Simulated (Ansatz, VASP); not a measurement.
# Al in VASP and in Ansatz

File POSCAR:

```
Al
1.0
    4.5467300000      0.0000000000      0.0000000000
   -2.2733700000      3.9375800000      0.0000000000
    0.0000000000      0.0000000000      2.7539300000
Al
2
Direct
    0.3333300000      0.6666700000      0.5000000000
    0.6666700000      0.3333300000      0.5000000000
```

The input INCAR.step1:

```
  PREC = Accurate
  ENCUT = 520
  EDIFF = 1E-5
  ISMEAR = -1
  SIGMA = 0.05
  LREAL = False
  LASPH = True
  NELM = 80
  ALGO = Normal
  ISIF = 2
  LWAVE = True
  LCHARG = False
  NBANDS = 10
  GGA = PE
```

INCAR.step2

```
  PREC = Accurate
  ENCUT = 520
  EDIFF = 1E-7
  ISMEAR = -1
  SIGMA = 0.05
  LREAL = False
  LASPH = True
  NELM = 80
  ALGO = Normal
  ISIF = 2
  LWAVE = False
  LCHARG = False
  GGA = PS
  LHFCALC = True
  AEXX = 0.25
  HFSCREEN = 0.207
  PRECFOCK = Normal
  NBANDS = 10
  ISTART = 1
```

The input KPOINTS:

```
regular mesh
0
Gamma
  4 4 5
```

input

```
crystal:
  lattice:
    - [4.54673, 0.0, 0.0]
    - [-2.27337, 3.93758, 0.0]
    - [0.0, 0.0, 2.75393]
  atoms:
    - { symbol: Al, position: [0.33333, 0.66667, 0.5] }
    - { symbol: Al, position: [0.66667, 0.33333, 0.5] }
hamiltonian:
  xc:
    exchange: hjs_pbesol
    correlation: pbesol
    exx: { coeff: 0.25, omega: 0.207 }
  pseudopotentials: { kind: paw }
kpoints:
  mp_grid: { grid: [4, 4, 5] }
  band_path:
    path:
      - [[0.0, 0.0, 0.0], [0.5, 0.0, 0.0], [0.3333333333, 0.3333333333, 0.0], [0.0, 0.0, 0.0], [0.0, 0.0, 0.5], [0.5, 0.0, 0.5], [0.3333333333, 0.3333333333, 0.5], [0.0, 0.0, 0.5]]
      - [[0.5, 0.0, 0.5], [0.5, 0.0, 0.0]]
      - [[0.3333333333, 0.3333333333, 0.0], [0.3333333333, 0.3333333333, 0.5]]
    npoints: 4
scf:
  occupations: { method: fermi_dirac, width: 0.05 }
  n_extra_bands: 6
output:
  forces: true
  stress: true
  eigenvalues: true
  fatbands: false
```

Alike in both runs: functional PBEsol-based screened hybrid with a share of 0.25 of exact exchange and HFSCREEN = 0.207; k mesh 4 × 4 × 5; occupations fermi-dirac, width 0.05 eV; no spin polarisation.

```csv
,VASP,Ansatz
version,VASP 6.6.1,Ansatz 0.2.0
potentials or method,"VASP PAW PBE potentials, release 64 (Al)",Ansatz PAW
plane-wave cutoff (eV),520,420
valence electrons in the cell,6,6
task,single point,band structure
```

Ansatz gave:

```
gap on the k mesh at the Fermi level (eV)                     : none
pressure (GPa)                                                : -0.4
traceless stress, the component that is largest in VASP (GPa) : 2.32
```

Q: Estimate VASP's values.

A: gap on the k mesh at the Fermi level (eV): none; pressure (GPa): -0.5; traceless stress, the component that is largest in VASP (GPa): 2.38.

VASP's potentials were made for PBE, not for PBEsol-based screened hybrid. A gap of «none» marks a metal or a gap that the smearing closes. The functional is the same, so the differences come from potentials, cutoffs and numerics.

The k mesh is coarse, so the values compare programs but aren't converged.
